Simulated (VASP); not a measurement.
# OsC6 (Fm-3m) in VASP: a series of runs, part 3 of 3

VASP 6.6.1.

### Step 6. Relaxation of cell and atoms, PBE

This run uses another cell than the first one, of 13.72 Å³/atom, 1.464 times its volume.

File INCAR:

```
SYSTEM = OsC6
  ALGO = Normal
  EDIFF = 1E-6
  EDIFFG = -0.04
  ENCUT = 600
  GGA = PE
  IBRION = 2
  ISIF = 3
  ISMEAR = 0
  LASPH = .TRUE.
  LCHARG = .FALSE.
  LREAL = .FALSE.
  LWAVE = .FALSE.
  NELM = 100
  NSW = 90
  PREC = Accurate
  SIGMA = 0.1
```

File KPOINTS:

```
k-points
0
G
  4 4 4
  0 0 0
```

File POSCAR:

```
OsC6
1.0
    0.0000000000      3.6350897500      3.6350897500
    3.6350897500      0.0000000000      3.6350897500
    3.6350897500      3.6350897500      0.0000000000
Os C
1 6
Direct
    0.0000000000      0.0000000000      0.0000000000
    0.2045271900      0.7954728100      0.7954728100
    0.7954728100      0.2045271900      0.2045271900
    0.7954728100      0.2045271900      0.7954728100
    0.2045271900      0.7954728100      0.2045271900
    0.7954728100      0.7954728100      0.2045271900
    0.2045271900      0.2045271900      0.7954728100
```

Potentials or basis: VASP PAW PBE potentials, release 64 (Os, C).

Command:

```bash
$ cat potpaw_PBE.64/Os/POTCAR potpaw_PBE.64/C/POTCAR > POTCAR
$ mpirun -np 1 vasp_std > vasp.out
```

OUTCAR:

```text
SYSTEM = OsC6
   EDIFF = 1E-6
   EDIFFG = -0.04
   ENCUT = 600
   GGA = PE
   IBRION = 2
   ISIF = 3
   ISMEAR = 0
   LASPH = .TRUE.
   LREAL = .FALSE.
   NELM = 100
   NSW = 90
   PREC = Accurate

 ion  position               nearest neighbor table
   1  0.000  0.000  0.000-   2 1.49   3 1.49   4 1.49   5 1.49   6 1.49   7 1.49
   2  0.205  0.795  0.795-   1 1.49
   3  0.795  0.205  0.205-   1 1.49
   4  0.795  0.205  0.795-   1 1.49
   5  0.205  0.795  0.205-   1 1.49
   6  0.795  0.795  0.205-   1 1.49
   7  0.205  0.205  0.795-   1 1.49

  LATTYP: Found a face centered cubic cell.
 ALAT       =     7.2701795000

  Lattice vectors:

 A1 = (   0.0000000000,   3.6350897500,   3.6350897500)
 A2 = (   3.6350897500,   0.0000000000,   3.6350897500)
 A3 = (   3.6350897500,   3.6350897500,   0.0000000000)

Analysis of symmetry for initial positions (statically):
=====================================================================
 Subroutine PRICEL returns:
 Original cell was already a primitive cell.

 Routine SETGRP: Setting up the symmetry group for a
 face centered cubic supercell.

 Subroutine GETGRP returns: Found 48 space group operations
 (whereof 48 operations were pure point group operations)
 out of a pool of 48 trial point group operations.

The static configuration has the point symmetry O_h .

Analysis of symmetry for dynamics (positions and initial velocities):
=====================================================================
 Subroutine PRICEL returns:
 Original cell was already a primitive cell.

 Routine SETGRP: Setting up the symmetry group for a
 face centered cubic supercell.

 Subroutine GETGRP returns: Found 48 space group operations
 (whereof 48 operations were pure point group operations)
 out of a pool of 48 trial point group operations.

The dynamic configuration has the point symmetry O_h .

 Subroutine INISYM returns: Found 48 space group operations
 (whereof 48 operations are pure point group operations),
 and found     1 'primitive' translations

----------------------------------------------------------------------------------------

                                     Primitive cell

  volume of cell :      96.0673

  direct lattice vectors                    reciprocal lattice vectors
     0.000000000  3.635089750  3.635089750    -0.137548186  0.137548186  0.137548186
     3.635089750  0.000000000  3.635089750     0.137548186 -0.137548186  0.137548186
     3.635089750  3.635089750  0.000000000     0.137548186  0.137548186 -0.137548186

  length of vectors
     5.140793225  5.140793225  5.140793225     0.238240446  0.238240446  0.238240446

  position of ions in fractional coordinates (direct lattice)
     0.000000000  0.000000000  0.000000000
     0.204527190  0.795472810  0.795472810
     0.795472810  0.204527190  0.204527190
     0.795472810  0.204527190  0.795472810
     0.204527190  0.795472810  0.204527190
     0.795472810  0.795472810  0.204527190
     0.204527190  0.204527190  0.795472810

  ion indices of the primitive-cell ions
[... 43 lines left out ...]
  0.500000  0.500000  0.000000      3.000000
 -0.250000  0.500000  0.250000      6.000000
   k-points           NKPTS =      8   k-points in BZ     NKDIM =      8   number of bands    NBANDS=     20
   number of dos      NEDOS =    301   number of ions     NIONS =      7
   total plane-waves  NPLWV =  74088
   dimension x,y,z NGX =    42 NGY =   42 NGZ =   42
   dimension x,y,z NGXF=    84 NGYF=   84 NGZF=   84
   ions per type =               1   6
   NGX,Y,Z   is equivalent  to a cutoff of  13.58, 13.58, 13.58 a.u.
   NGXF,Y,Z  is equivalent  to a cutoff of  27.16, 27.16, 27.16 a.u.
 SYSTEM =  OsC6
   PREC   = accura    normal or accurate (medium, high low for compatibility)
   ISTART =      0    job   : 0-new  1-cont  2-samecut
   ICHARG =      2    charge: 1-file 2-atom 10-const
   ISPIN  =      1    spin polarized calculation?
   LNONCOLLINEAR =      F non collinear calculations
   LSORBIT =      F    spin-orbit coupling
   LASPH  =      T    aspherical Exc in radial PAW
   ENCUT  =  600.0 eV  44.10 Ry    6.64 a.u.  10.27 10.27 10.27*2*pi/ulx,y,z
   NELM   =    100;   NELMIN=  2; NELMDL= -5     # of ELM steps
   EDIFF  = 0.1E-05   stopping-criterion for ELM
   LREAL  =      F    real-space projection
   EDIFFG = -.4E-01   stopping-criterion for IOM
   NSW    =     90    number of steps for IOM
   IBRION =      2    ionic relax: 0-MD 1-quasi-New 2-CG
   NFREE  =      1    steps in history (QN), initial steepest desc. (CG)
   ISIF   =      3    stress and relaxation
   ISYM   =      2    0-nonsym 1-usesym 2-fastsym
   POTIM  = 0.5000    time-step for ionic-motion
   TEBEG  =    0.0;   TEEND  =   0.0 temperature during run
   PSTRESS=    0.0 pullay stress
   NELECT =      32.0000    total number of electrons
   NUPDOWN=      -1.0000    fix difference up-down
   EMIN   =  10.00;   EMAX   =-10.00  energy-range for DOS
   EFERMI =   0.00;   METHOD = LEGACY
   ISMEAR =     0;   SIGMA  =   0.10  broadening in eV -4-tet -1-fermi 0-gaus
   EFERMI_NEDOS =   21; number of points for ismear=-14 and -15
   IALGO  =     38    algorithm
   IMIX   =      4    mixing-type and parameters
     AMIX     =   0.40;   BMIX     =  1.00
     AMIX_MAG =   1.60;   BMIX_MAG =  1.00
  volume/ion in A,a.u.               =      13.72        92.61
  Fermi-wavevector in a.u.,A,eV,Ry     =   1.134836  2.144529 17.522294  1.287852
  Thomas-Fermi vector in A             =   2.271540
   LORBIT       =      0    0 simple, 1 ext, 2 COOP (PROOUT), +10 PAW based schemes
   GGA     = PE    functional components
   LHFCALC =     F    Hartree Fock is set to
   AEXX    =    0.0000 exact exchange contribution
   IVDW    =     0    specifies the selected vdW correction
   LEPSILON=     F    determine dielectric tensor
   LRPA    =     F    only Hartree local field effects (RPA)
 conjugate gradient relaxation of ions
 non-spin polarized calculation
 Gauss-broadening in eV      SIGMA  =   0.10
  energy-cutoff  :      600.00
  volume of cell :       96.07
 maximum number of plane-waves:      3250
 NGX is ok and might be reduce to    42
   NGX = 21   NGY = 21   NGZ = 21

--------------------------------------- Ionic step        1  -------------------------------------------

 number of electron      31.9999999 magnetization

 Free energy of the ion-electron system (eV)
  ---------------------------------------------------
  ext. energy  EPLUGINS =         0.00000000
  ---------------------------------------------------
  free energy    TOTEN  =         5.02579530 eV

  energy without entropy =        5.08532107  energy(sigma->0) =        5.05555819

------------------------ aborting loop because EDIFF is reached ----------------------------------------

  FORCE on cell =-STRESS in cart. coord.  units (eV):
  Direction    XX          YY          ZZ          XY          YZ          ZX
  --------------------------------------------------------------------------------------
  -------------------------------------------------------------------------------------
  Total      115.7016386    115.7016386    115.7016386      0.0000000     -0.0000000      0.0000000
  in kB     1929.6328419   1929.6328419   1929.6328419      0.0000000     -0.0000000      0.0000000
  external PRESSURE =    1929.6328419 kB  Pullay stress =       0.0000000 kB
[... 220 lines left out ...]
     19      -4.0512      0.11496
     20      -0.6520      0.00000

------------------------ aborting loop EDIFF was not reached (unconverged)  ----------------------------

  FORCE on cell =-STRESS in cart. coord.  units (eV):
  Direction    XX          YY          ZZ          XY          YZ          ZX
  --------------------------------------------------------------------------------------
  -------------------------------------------------------------------------------------
  Total     1047.8491237   1047.8491237   1047.8491237      0.0000000      0.0000000      0.0000000
  in kB     3009.5701124   3009.5701124   3009.5701124      0.0000000      0.0000000      0.0000000
  external PRESSURE =    3009.5701124 kB  Pullay stress =       0.0000000 kB
[... 257 lines left out ...]
     19       4.0645      0.00000
     20       4.3584      0.00000

[... ionic steps 4 to 22 ...]

--------------------------------------- Ionic step       23  -------------------------------------------

 number of electron      31.9999999 magnetization

------------------------ aborting loop because EDIFF is reached ----------------------------------------
[... 77 lines left out ...]
--------------------------------------- Ionic step       25  -------------------------------------------

 number of electron      32.0000000 magnetization

 Free energy of the ion-electron system (eV)
  ---------------------------------------------------
  ext. energy  EPLUGINS =         0.00000000
  ---------------------------------------------------
  free energy    TOTEN  =       -57.25662958 eV

  energy without entropy =      -57.25662958  energy(sigma->0) =      -57.25662958

 E-fermi :   6.7452     XC(G=0): -11.3812

 val. band max:        6.2562595072   @ k =   0.5000   0.5000   0.0000
 cond. band min:       7.2110875944   @ k =   0.5000   0.5000   0.0000
 fundamental gap:      0.9548280872
 Fermi energy:         6.7451891617
[... 216 lines left out ...]
  FREE ENERGIE OF THE ION-ELECTRON SYSTEM (eV)
  ---------------------------------------------------
  free  energy   TOTEN  =       -57.2566295849 eV

  energy  without entropy=      -57.2566295849  energy(sigma->0) =      -57.25662958

 reached required accuracy - stopping structural energy minimisation
```

It took 12 min on 1 thread of Intel Xeon Platinum 8259CL at 2.50GHz (Skylake/Cascade Lake), shared host; peak memory 0.29 GiB.

Results:

```yaml
Free_energy: -57.2566 eV
Relaxed_volume: 9.40 Å³/atom
Relaxed_cell: a = 4.532 Å, b = 4.532 Å, c = 4.532 Å, α = 60.00°, β = 60.00°, γ = 60.00°
Space_group_after_relaxing_to_0.05_Å: Fm-3m (No. 225)
Energy_gained_by_relaxing: 8897.5 meV/atom
Ionic_steps: 25
Pressure_after_relaxing: 0.0 GPa
Largest_force_after_relaxing: 0.011 eV/Å
Band_gap_on_the_k_mesh: 0.95 eV, direct
```

Forces on the atoms (eV/Å):
```
Os   0.000  0.000  0.000
C   -0.011  0.000  0.000
C    0.011  0.000  0.000
C    0.000 -0.011  0.000
C    0.000  0.011  0.000
C    0.000  0.000 -0.011
C    0.000  0.000  0.011
```

Step by step:
| step | energy change (eV) | largest force (eV/Å) | pressure (GPa) | volume (Å³) |
| --- | --- | --- | --- | --- |
| 1 | 0.0000 | 40.1543 | 192.96 | 96.07 |
| 2 | 1528.4387 | 1989.5965 | 300.96 | 557.83 |
| 3 | -54.7972 | 2.2380 | -41.39 | 104.29 |
| 4 | -54.8599 | 2.2630 | -41.64 | 103.87 |
| 5 | -55.4571 | 2.5223 | -43.63 | 99.92 |
| 6 | -55.7411 | 2.6710 | -44.37 | 97.98 |
| 7 | -55.8777 | 2.7526 | -44.65 | 97.02 |
| 8 | -55.9443 | 2.7956 | -44.77 | 96.54 |
| 9 | -55.9772 | 2.8177 | -44.82 | 96.31 |
| 10 | -55.9936 | 2.8285 | -44.85 | 96.19 |
| 11 | -56.0017 | 2.8345 | -44.86 | 96.13 |
| 12 | -56.0058 | 2.8374 | -44.86 | 96.10 |
| 13 | -56.0078 | 2.8382 | -44.89 | 96.08 |
| 14 | -56.0088 | 2.8389 | -44.87 | 96.07 |
| 15 | -56.0093 | 2.8395 | -44.88 | 96.07 |
| 16 | -56.0096 | 2.8398 | -44.87 | 96.07 |
| 17 | -56.0097 | 2.8402 | -44.87 | 96.07 |
| 18 | -56.0098 | 2.8401 | -44.87 | 96.07 |
| 19 | -56.0098 | 2.8401 | -44.87 | 96.07 |
| 20 | -55.5005 | 16.2683 | 43.45 | 68.50 |
| 21 | -60.3809 | 2.3302 | -22.80 | 79.65 |
| 22 | -62.2567 | 0.4719 | -5.06 | 66.97 |
| 23 | -62.2587 | 0.5831 | -4.12 | 66.66 |
| 24 | -62.2262 | 0.9628 | 6.90 | 64.55 |
| 25 | -62.2824 | 0.0107 | 0.01 | 65.81 |

Final structure:
```cif
data_structure
_symmetry_space_group_name_H-M 'P 1'
_symmetry_Int_Tables_number 1
_cell_length_a 4.5317
_cell_length_b 4.5317
_cell_length_c 4.5317
_cell_angle_alpha 60.000
_cell_angle_beta 60.000
_cell_angle_gamma 60.000
_cell_volume 65.81
loop_
_atom_site_label
_atom_site_type_symbol
_atom_site_fract_x
_atom_site_fract_y
_atom_site_fract_z
_atom_site_occupancy
Os1 Os 0.00000 0.00000 0.00000 1
C1 C 0.32223 0.67777 0.67777 1
C2 C 0.67777 0.32223 0.32223 1
C3 C 0.67777 0.32223 0.67777 1
C4 C 0.32223 0.67777 0.32223 1
C5 C 0.67777 0.67777 0.32223 1
C6 C 0.32223 0.32223 0.67777 1
```

Caveat: the volume moved by over 15 % at a fixed basis, so the end points are rough; spin-orbit coupling is left out, which moves the levels of the heavy elements. A k mesh can miss the band edges.

### Step 7. Overview

```csv
task,cell,k mesh,cutoff (eV),smearing,gap on the mesh (eV),pressure (GPa),largest force (eV/Å)
single point,"a = 4.528 Å, angles 60.0°, 7 atoms",4 × 4 × 4,520,gaussian 0.1 eV,0.95,1.0,0.03
single point,"a = 5.141 Å, angles 60.0°, 7 atoms",4 × 4 × 4,520,gaussian 0.1 eV,none,193.1,40.17
single point,"a = 4.528 Å, angles 60.0°, 7 atoms",6 × 6 × 6,520,gaussian 0.1 eV,0.96,0.9,0.04
single point,"a = 4.527 Å, angles 60.0°, 7 atoms",8 × 8 × 8,520,gaussian 0.02 eV,0.96,1.0,0.03
relaxation of cell and atoms,"relaxed from a = 5.141 Å, angles 60.0°, 7 atoms",4 × 4 × 4,600,gaussian 0.1 eV,0.95,0.0,0.01
```

Alike in all rows: level PBE; potentials or basis VASP PAW PBE potentials, release 64 (Os, C); no spin polarisation.

Caveats: some runs use coarse meshes; spin-orbit coupling is left out, which moves the levels of the heavy elements; forces of over 1 eV/Å act on the atoms, so gaps and moduli don't describe the material at rest (some runs); the volume moved by over 15 % at a fixed basis, so the end points are rough (some runs).

Absolute energies hang on the potentials; compare differences alone.
